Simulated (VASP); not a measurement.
**CuO: relaxation of cell and atoms with PBE**

CuO:

```xyz
2
Lattice="-1.8170 1.8170 2.0251 1.8170 -1.8170 2.0251 1.8170 1.8170 -2.0251" Properties=species:S:1:pos:R:3 pbc="T T T"
Cu    0.0000    0.0000    2.0251
O     0.0000    0.0000    0.0000
```

```yaml
Program: VASP 6.6.1
Task: relaxation of cell and atoms
Functional: PBE
Potentials_or_basis: VASP PAW PBE potentials, release 64 (Cu, O)
Cutoff: 600 eV
k_mesh: 6 × 6 × 6
Occupations: gaussian, width 0.1 eV
Spin: collinear spin, ferromagnetic start
Starting_moments: "[1.0, 0.0] μB"
Dipole_correction: no
Further_INCAR_settings: ALGO = Normal; EDIFF = 1e-06; IBRION = 2; EDIFFG = -0.04; NSW = 90; ISIF = 3
```

```
Relaxed volume                                        : 9.65 Å³/atom
Relaxed cell                                          : a = 2.983 Å, b = 2.983 Å, c = 2.983 Å, α = 118.02°, β = 118.02°, γ = 93.46°
Space group after relaxing (to 0.05 Å)                : I4/mmm (No. 139)
Energy gained by relaxing                             : 307.9 meV/atom
Ionic steps                                           : 12
Pressure after relaxing                               : -0.2 GPa
Net moment                                            : 0.00 μB per cell
Valence electrons inside the program's atomic spheres : Cu 9.78; O 4.92
```

Stress tensor (GPa, compression positive):
```
-0.26  0.00  0.00
 0.00 -0.26  0.00
 0.00  0.00  0.04
```

The path:
```csv
step,energy change (eV),largest force (eV/Å),pressure (GPa),volume (Å³)
1,0.0000,0.0000,-21.42,26.74
2,-0.3007,0.0000,16.53,20.37
3,-0.4241,0.0000,-2.47,22.21
4,-0.4241,0.0000,-1.82,22.13
5,-0.4768,0.0000,-1.95,21.39
6,-0.5897,0.0000,4.72,19.15
7,-0.5863,0.0000,8.93,18.56
8,-0.5908,0.0000,6.49,18.88
9,-0.6151,0.0000,-1.34,19.43
10,-0.6152,0.0000,-0.73,19.38
11,-0.6152,0.0000,-0.85,19.39
12,-0.6158,0.0000,-0.16,19.29
```

Final structure:
```yaml
crystal:
  lattice:
    - [-1.53586, 1.53586, 2.04475]
    - [1.53586, -1.53586, 2.04475]
    - [1.53586, 1.53586, -2.04475]
  atoms:
    - { symbol: Cu, position: [0.50000, 0.50000, 0.00000] }
    - { symbol: O, position: [0.00000, 0.00000, 0.00000] }
```

Levels at points of the mesh, in eV from the Fermi level:
Spin up:
```tsv
k point	band 7	band 8	band 9	band 10	band 11	band 12
(0.00, 0.00, 0.00)	-2.21	-2.21	-2.12	1.43	18.19	18.55
(0.50, 0.00, 0.00)	-1.36	0.57	0.87	5.71	9.51	13.07
(0.50, 0.50, 0.00)	-1.63	-1.59	-1.43	5.62	10.24	12.33
(0.50, 0.50, 0.50)	-1.66	-1.66	-1.48	5.63	11.06	11.58
```
Spin down:
| k point | band 6 | band 7 | band 8 | band 9 | band 10 | band 11 | band 12 | band 13 |
| --- | --- | --- | --- | --- | --- | --- | --- | --- |
| (0.00, 0.00, 0.00) | -2.22 | -2.21 | -2.21 | -2.12 | 1.43 | 18.19 | 18.55 | 18.55 |
| (0.50, 0.00, 0.00) | -1.78 | -1.36 | 0.57 | 0.87 | 5.71 | 9.51 | 13.07 | 14.45 |
| (0.50, 0.50, 0.00) | -1.93 | -1.63 | -1.59 | -1.43 | 5.62 | 10.24 | 12.33 | 15.77 |
| (0.50, 0.50, 0.50) | -1.75 | -1.66 | -1.66 | -1.48 | 5.63 | 11.06 | 11.58 | 15.54 |

It took 3.8 min on 1 thread of Intel(R) Xeon(R) Platinum 8375C CPU @ 2.90GHz (Ice Lake), with other jobs on the host, peak memory 0.19 GiB.

Caveat: the k points lie up to 0.48 Å⁻¹ apart in the final cell; the volume moved by over 15 % at a fixed basis, so the end points are rough; semilocal functionals often make such compounds metallic where correlation or magnetic order opens a gap, which also shifts bond lengths. With open d or f shells a metallic result of PBE can be an artefact of self-interaction; +U or a hybrid may open a gap.
